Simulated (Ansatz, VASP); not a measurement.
## SiC: VASP beside Ansatz

```
CELL_PARAMETERS angstrom
4.34800 0.00000 0.00000
0.00000 -4.34800 0.00000
0.00000 0.00000 -4.34800
ATOMIC_POSITIONS crystal
Si 0.00000 0.56900 0.50000
Si 0.50000 0.00000 0.50000
Si 0.50000 0.50000 0.00000
Si 0.00000 0.00000 0.00000
C 0.75000 0.75000 0.75000
C 0.25000 0.25000 0.75000
C 0.25000 0.75000 0.25000
C 0.75000 0.25000 0.25000
```

Alike in both runs: task single point; functional PBE; k mesh 6 × 6 × 6; occupations gaussian, width 0.05 eV; no spin polarisation.

|  | VASP | Ansatz |
| --- | --- | --- |
| version | VASP 6.6.1 | Ansatz 0.2.0 |
| potentials or method | VASP PAW PBE potentials, release 64 (Si, C), cutoff 520 eV | scalar-relativistic, plane waves, PAW |
| valence electrons in the cell | 32 | 32 |

VASP gave:

* gap on the k mesh at the Fermi level (eV): 0.17
* least direct gap on the mesh (eV): 0.17
* pressure (GPa): 7.8
* traceless stress, the component that is largest in VASP (GPa): 5.89
* rms of the force components (eV/Å): 1.785

Problem. Which values does Ansatz return?

Solution. gap on the k mesh at the Fermi level (eV): 0.17; least direct gap on the mesh (eV): 0.17; pressure (GPa): 7.9; traceless stress, the component that is largest in VASP (GPa): 5.89; rms of the force components (eV/Å): 1.786.

Atom by atom the forces differ by 0.004 eV/Å (rms over components). With one functional, cell and mesh, what is left measures potentials, basis and numerics.
